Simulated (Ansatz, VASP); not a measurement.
**Al: VASP beside Ansatz**

```
CELL_PARAMETERS angstrom
0.00000 2.02398 2.11506
2.02398 0.00000 2.11506
2.02398 2.02398 0.00000
ATOMIC_POSITIONS crystal
Al 0.00000 0.00000 0.00000
```

Change from the starting cell: strain +0.0450 x Voigt [0, 0, 1, 0, 0, 0], atoms carried along.

Alike in both runs: task single point; functional PBEsol; dispersion D3(BJ); k mesh 20 × 20 × 20; occupations gaussian, width 0.15 eV; no spin polarisation.

|  | VASP | Ansatz |
| --- | --- | --- |
| version | VASP 6.6.1 | Ansatz 0.2.0 |
| potentials or method | VASP PAW PBE potentials, release 64 (Al), cutoff 520 eV | scalar-relativistic, plane waves, PAW |
| valence electrons in the cell | 3 | 3 |

```csv
,VASP,Ansatz,Ansatz less VASP
gap on the k mesh at the Fermi level (eV),none,none,-
pressure (GPa),-7.6,-7.6,-0.04
"traceless stress, the component that is largest in VASP (GPa)",-1.17,-1.17,+0.005
```

VASP's potentials were made for PBE, not for PBEsol. A gap of «none» marks a metal or a gap that the smearing closes.
